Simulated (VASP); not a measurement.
# Li: single point with PBE

System: Li, a slab with vacuum.

```
CELL_PARAMETERS angstrom
3.05458 0.00000 0.00000
-1.52729 2.64534 0.00000
0.00000 0.00000 9.34420
ATOMIC_POSITIONS crystal
Li 0.83333 0.16667 0.37456
Li 0.16667 0.83333 0.62544
```

| Quantity | Value |
| --- | --- |
| Program | VASP 6.6.1 |
| Task | single point |
| Functional | PBE |
| Potentials or basis | VASP PAW PBE potentials, release 64 (Li_sv) |
| Cutoff | 520 eV |
| k mesh | 15 × 15 × 1 |
| Occupations | fermi-dirac, width 0.05 eV |
| Spin | no spin polarisation |
| Dipole correction | yes |
| Further INCAR settings | ALGO = Normal; EDIFF = 1e-06; NBANDS = 10 |

```json
{
  "Largest force": "0.019 eV/Å",
  "Band gap on the k mesh": "zero (bands 3 and 4 overlap by 2.76 eV)"
}
```

Forces on the atoms (eV/Å):
```
Li   0.000  0.000  0.019
Li   0.000  0.000 -0.019
```

Levels at points of the mesh, in eV from the Fermi level:
```
           k point  band 1  band 2  band 3  band 4  band 5  band 6  band 7  band 8
(0.00, 0.00, 0.00)  -46.92  -46.90   -3.18   -1.11    0.01    4.21    5.19   11.70
```

Run time: 13 s on 1 thread of Intel(R) Xeon(R) Platinum 8259CL CPU @ 2.50GHz (Skylake/Cascade Lake), with other jobs on the host, peak memory 0.18 GiB.
